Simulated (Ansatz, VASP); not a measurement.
## MgGa3As3 in VASP and in Ansatz

The input INCAR:

```
  PREC = Accurate
  ENCUT = 520
  EDIFF = 1E-6
  ISMEAR = 0
  SIGMA = 0.2
  LREAL = False
  LASPH = True
  NELM = 100
  ALGO = Fast
  ISIF = 2
  LWAVE = False
  LCHARG = False
  GGA = PE
  NBANDS = 37
```

File KPOINTS:

```
regular mesh
0
Gamma
  6 6 2
```

The input POSCAR:

```
MgGa3As3
1.0
    3.8502615571      0.0000000000      0.0000000000
    0.0000000000      4.0930477652      0.0000000000
    0.0000000000      0.0000000000     10.4301162574
Mg Ga As
1 3 3
Direct
    0.5000000000      0.0000000000      0.0000000000
    0.5000000000      0.5000000000      0.1967594731
    0.5000000000      0.5000000000      0.8032405269
    0.0000000000      0.0000000000      0.5000000000
    0.5000000000      0.0000000000      0.3363872229
    0.0000000000      0.5000000000      0.0000000000
    0.5000000000      0.0000000000      0.6636127771
```

Input for Ansatz:

```yaml
crystal:
  lattice:
    - [3.8502615571, 0.0, 0.0]
    - [0.0, 4.0930477652, 0.0]
    - [0.0, 0.0, 10.4301162574]
  atoms:
    - { symbol: Mg, position: [0.5, 0.0, 0.0] }
    - { symbol: Ga, position: [0.5, 0.5, 0.1967594731] }
    - { symbol: Ga, position: [0.5, 0.5, 0.8032405269] }
    - { symbol: Ga, position: [0.0, 0.0, 0.5] }
    - { symbol: As, position: [0.5, 0.0, 0.3363872229] }
    - { symbol: As, position: [0.0, 0.5, 0.0] }
    - { symbol: As, position: [0.5, 0.0, 0.6636127771] }
basis:
  ecutwfc: 420
kpoints:
  mp_grid: { grid: [6, 6, 2] }
hamiltonian:
  xc: pbe
scf:
  occupations: { method: gaussian, width: 0.2 }
  lower_state_search: "off"
output:
  forces: true
  stress: true
  eigenvalues: true
```

Alike in both runs: task single point; functional PBE; k mesh 6 × 6 × 2; occupations gaussian, width 0.2 eV; no spin polarisation.

|  | VASP | Ansatz |
| --- | --- | --- |
| version | VASP 6.6.1 | Ansatz 0.2.0 |
| potentials or method | VASP PAW PBE potentials, release 64 (Mg, Ga_d, As), cutoff 520 eV | scalar-relativistic, plane waves, PAW |
| valence electrons in the cell | 56 | 94 |

VASP gave:

- gap on the k mesh at the Fermi level (eV): none
- pressure (GPa): 0.0
- traceless stress, the component that is largest in VASP (GPa): -0.40
- rms of the force components (eV/Å): 0.015

Question: Which values does Ansatz return?

Answer: gap on the k mesh at the Fermi level (eV): none; pressure (GPa): -0.1; traceless stress, the component that is largest in VASP (GPa): -0.43; rms of the force components (eV/Å): 0.011.

Atom by atom the forces differ by 0.005 eV/Å (rms over components). A gap of «none» marks a metal or a gap that the smearing closes. VASP's potentials hold 56 valence electrons a cell and Ansatz's 94, so a difference there can come from the potentials and not from the codes.
